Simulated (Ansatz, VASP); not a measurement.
## Ta: VASP beside Ansatz

INCAR

```
SYSTEM = Ta
PREC = Accurate ; ENCUT = 520
EDIFF = 1E-7 ; ISMEAR = -1
SIGMA = 0.08 ; LREAL = .False.
LASPH = .True. ; NELM = 100
ALGO = Normal ; ISIF = 2
LWAVE = .False. ; LCHARG = .False.
GGA = CA ; NBANDS = 18
```

Contents of KPOINTS:

```
regular mesh
0
Gamma
  13 13 13
  0 0 0
```

Contents of POSCAR:

```
Ta
1.0
    0.0000000000      2.1857890471      2.1857890471
    2.1857890471      0.0000000000      2.1857890471
    2.1857890471      2.1857890471      0.0000000000
Ta
2
Direct
   -0.1250000000     -0.1250000000     -0.1250000000
    0.1250000000      0.1250000000      0.1250000000
```

Input for Ansatz:

```yaml
crystal:
  lattice:
    - [0.0, 2.1857890471, 2.1857890471]
    - [2.1857890471, 0.0, 2.1857890471]
    - [2.1857890471, 2.1857890471, 0.0]
  atoms:
    - { symbol: Ta, position: [-0.125, -0.125, -0.125] }
    - { symbol: Ta, position: [0.125, 0.125, 0.125] }
kpoints:
  mp_grid: { grid: [13, 13, 13] }
scf:
  occupations: { method: fermi_dirac, width: 0.08 }
hamiltonian:
  xc: lda
  pseudopotentials: { kind: paw, core: large }
output:
  forces: true
  stress: true
  eigenvalues: true
```

Change from the starting cell: volume scaled by 0.4, PAW files, core large.

Alike in both runs: task single point; functional LDA; k mesh 13 × 13 × 13; occupations fermi-dirac, width 0.08 eV; no spin polarisation.

```csv
,VASP,Ansatz
version,VASP 6.6.1,Ansatz 0.2.0
potentials or method,"VASP PAW LDA potentials, release 64 (Ta_pv)","PAW with other files of Ansatz's library (core large), scalar-relativistic"
plane-wave cutoff (eV),520,420
valence electrons in the cell,22,26
```

```csv
,VASP,Ansatz,Ansatz less VASP
pressure (GPa),533.5,539.1,+5.60
```

LDA's correlation is that of Perdew and Zunger in VASP and of Perdew and Wang (1992) in Ansatz. Both programs put the cell under a high pressure, so it lies far from rest at this level. VASP's potentials hold 22 valence electrons a cell and Ansatz's 26, so a difference there can come from the potentials and not from the codes. Ansatz's warnings: datasets by core.

Neither program's run includes spin-orbit coupling. Noted on VASP's run: the cell as given lies far from equilibrium.
